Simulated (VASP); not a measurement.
# CuO2: relaxation of cell and atoms with PBE

CuO2:

```
Cu O
1.0
     3.51199    0.00000    0.00000
    -1.75599    3.04147    0.00000
     0.00000    0.00000    4.59338
Cu O
1 2
Direct
  0.00000 0.00000 0.00000
  0.33333 0.66667 0.00000
  0.66667 0.33333 0.00000
```

The cell was generated, and may not be a known phase.

```json
{
  "Program": "VASP 6.6.1",
  "Task": "relaxation of cell and atoms",
  "Functional": "PBE",
  "Potentials or basis": "VASP PAW PBE potentials, release 64 (Cu, O)",
  "Cutoff": "600 eV",
  "k mesh": "18 × 18 × 10",
  "Occupations": "gaussian, width 0.1 eV",
  "Spin": "no spin polarisation",
  "Dipole correction": "no",
  "Further INCAR settings": "ALGO = Normal; EDIFF = 1e-06; IBRION = 2; EDIFFG = -0.01; NSW = 100; ISIF = 3"
}
```

```
Relaxed volume                        : 14.61 Å³/atom
Relaxed cell                          : a = 3.516 Å, b = 3.516 Å, c = 4.095 Å, α = 90.00°, β = 90.00°, γ = 120.00°
Space group after relaxing (to 0.1 Å) : P6/mmm (No. 191)
Energy gained by relaxing             : 1.5 meV/atom
Ionic steps                           : 21
Pressure after relaxing               : 0.0 GPa
Band gap on the k mesh                : zero (an odd number of electrons rules out a gap without spin polarisation)
```

Step by step:
```csv
step,energy change (eV),largest force (eV/Å),pressure (GPa),volume (Å³)
1,0.0000,0.0000,0.47,49.06
2,0.0003,0.0000,-0.61,49.40
3,-0.0002,0.0000,-0.06,49.20
4,-0.0003,0.0000,-0.05,49.17
5,-0.0004,0.0000,-0.09,49.08
6,-0.0005,0.0000,-0.31,48.91
7,-0.0005,0.0000,-0.63,48.57
8,-0.0006,0.0000,-0.50,48.71
9,-0.0006,0.0000,-0.52,48.70
10,-0.0006,0.0000,-0.48,48.69
11,-0.0006,0.0000,-0.47,48.65
12,-0.0007,0.0000,-0.45,48.57
13,-0.0009,0.0000,-0.41,48.43
14,-0.0012,0.0000,-0.49,48.13
15,-0.0019,0.0000,-0.48,47.55
16,-0.0031,0.0000,-0.49,46.37
17,-0.0045,0.0000,-0.36,44.03
18,-0.0041,0.0000,-0.08,42.98
19,-0.0044,0.0000,-0.32,43.81
20,-0.0045,0.0000,0.21,43.85
21,-0.0046,0.0000,0.04,43.84
```

Final structure:
```
CELL_PARAMETERS angstrom
3.51582 0.00000 0.00000
-1.75791 3.04479 0.00000
0.00000 0.00000 4.09505
ATOMIC_POSITIONS crystal
Cu 0.00000 0.00000 0.00000
O 0.33333 0.66667 0.00000
O 0.66667 0.33333 0.00000
```

Levels at points of the mesh, in eV from the Fermi level:
```csv
k point,band 9,band 10,band 11,band 12,band 13,band 14,band 15
"(0.00, 0.00, 0.00)",-1.08,-1.08,-0.38,-0.38,0.07,3.48,11.21
"(0.50, 0.00, 0.00)",-2.02,-1.21,-0.66,-0.53,2.06,6.56,8.67
"(0.00, 0.00, 0.50)",-1.06,-1.06,-0.37,-0.37,0.01,5.94,6.34
"(0.50, 0.00, 0.50)",-1.79,-1.46,-0.76,-0.51,2.06,6.11,8.54
```

It took 20 min on 1 thread of Intel(R) Xeon(R) 6975P-C (Granite Rapids), with other jobs on the host, peak memory 0.35 GiB.

Caveat: an odd number of electrons without spin polarisation forces a metal; a magnetic or distorted state may lie lower; semilocal functionals often make such compounds metallic where correlation or magnetic order opens a gap, which also shifts bond lengths. With open d or f shells a metallic result of PBE can be an artefact of self-interaction; +U or a hybrid may open a gap.
